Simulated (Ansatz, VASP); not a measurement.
# One calculation of Pd, two programs

```xyz
2
Lattice="2.8542 0.0000 0.0000 -1.4271 2.4718 0.0000 0.0000 0.0000 4.7755" Properties=species:S:1:pos:R:3 pbc="T T T"
Pd    0.0000    1.6479    1.1939
Pd    1.4271    0.8239    3.5817
```

Alike in both runs: task single point; functional r2SCAN; k mesh 15 × 15 × 8; occupations fermi-dirac, width 0.05 eV; collinear spin.

```csv
,VASP,Ansatz
version,VASP 6.6.1,Ansatz 0.2.0
potentials or method,"VASP PAW PBE potentials, release 64 (Pd), cutoff 520 eV","plane waves (500 eV) with PAW, scalar-relativistic"
valence electrons in the cell,20,36
```

|  | VASP | Ansatz | Ansatz less VASP |
| --- | --- | --- | --- |
| pressure (GPa) | -14.7 | -15.0 | -0.28 |
| traceless stress, the component that is largest in VASP (GPa) | 0.31 | 0.37 | +0.063 |
| net moment per atom (μB) | 0.41 | 0.41 | -0.003 |
| size of the moment on the site where the two differ most (μB) | 0.43 | 0.44 | +0.009 |

VASP's potentials were made for PBE, not for r2SCAN. Site moments also hang on the region over which each program counts them. The functional is the same, so the differences come from potentials, cutoffs and numerics. VASP's potentials hold 20 valence electrons a cell and Ansatz's 36, so a difference there can come from the potentials and not from the codes. Ansatz's warnings: stability check not made.
